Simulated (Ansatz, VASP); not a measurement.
# One calculation of Ag, two programs

```
Ag
1.0
     2.77882    0.00000    0.00000
    -1.38941    2.40653    0.00000
     0.00000    0.00000    9.19165
Ag
4
Direct
  0.33333 0.66667 0.25000
  0.66667 0.33333 0.75000
  0.00000 0.00000 0.00000
  0.00000 0.00000 0.50000
```

Alike in both runs: task single point; functional LDA; k mesh 14 × 14 × 4; occupations fermi-dirac, width 0.1 eV; no spin polarisation.

|  | VASP | Ansatz |
| --- | --- | --- |
| version | VASP 6.6.1 | Ansatz 0.2.0 |
| potentials or method | VASP PAW LDA potentials, release 64 (Ag), cutoff 520 eV | plane waves (420 eV) with PAW, scalar-relativistic |
| valence electrons in the cell | 44 | 76 |

Ansatz gave:

| Item | Value |
| --- | --- |
| pressure (GPa) | 6.6 |
| traceless stress, the component that is largest in VASP (GPa) | -1.35 |

Task: Estimate VASP's values.

Result: Pressure (GPa): 6.7; traceless stress, the component that is largest in VASP (GPa): -1.36.

Ansatz warns that its potentials were made for another functional, while VASP's fit it. LDA's correlation is that of Perdew and Zunger in VASP and of Perdew and Wang (1992) in Ansatz. VASP's potentials hold 44 valence electrons a cell and Ansatz's 76, so a difference there can come from the potentials and not from the codes.
